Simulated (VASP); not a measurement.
A run of VASP 6.6.1 is set up as follows.

The input INCAR:

```
SYSTEM = AgCl
ALGO = Normal ; EDIFF = 1E-6
ENCUT = 520 ; GGA = PE
ISIF = 2 ; ISMEAR = 0
LASPH = .TRUE. ; LCHARG = .TRUE.
LELF = .TRUE. ; LREAL = .FALSE.
LVHAR = .TRUE. ; LWAVE = .FALSE.
NBANDS = 26 ; NELM = 80
PREC = Accurate ; SIGMA = 0.01
```

Contents of KPOINTS:

```
k-points
0
G
  6 6 4
  0 0 0
```

Contents of POSCAR:

```
AgCl
1.0
    4.0739374318      0.0000000000      0.0000000000
   -2.0369687159      3.5281333094      0.0000000000
    0.0000000000      0.0000000000      6.1998351298
Ag Cl
2 2
Direct
    0.0000000000      0.0000000000      0.0000000000
    0.0000000000      0.0000000000      0.5000000000
    0.3333333333      0.6666666667      0.2500000000
    0.6666666667      0.3333333333      0.7500000000
```

Potentials or basis: VASP PAW PBE potentials, release 64 (Ag, Cl).

The run is started by

```console
$ cat potpaw_PBE.64/Ag/POTCAR potpaw_PBE.64/Cl/POTCAR > POTCAR
$ mpirun -np 1 vasp_std > vasp.out
```

**Question.** What does it give for the band gap on the k mesh?

**Answer.** 0.91 eV, direct.

**Question.** What does it give for the pressure?

**Answer.** -0.1 GPa.
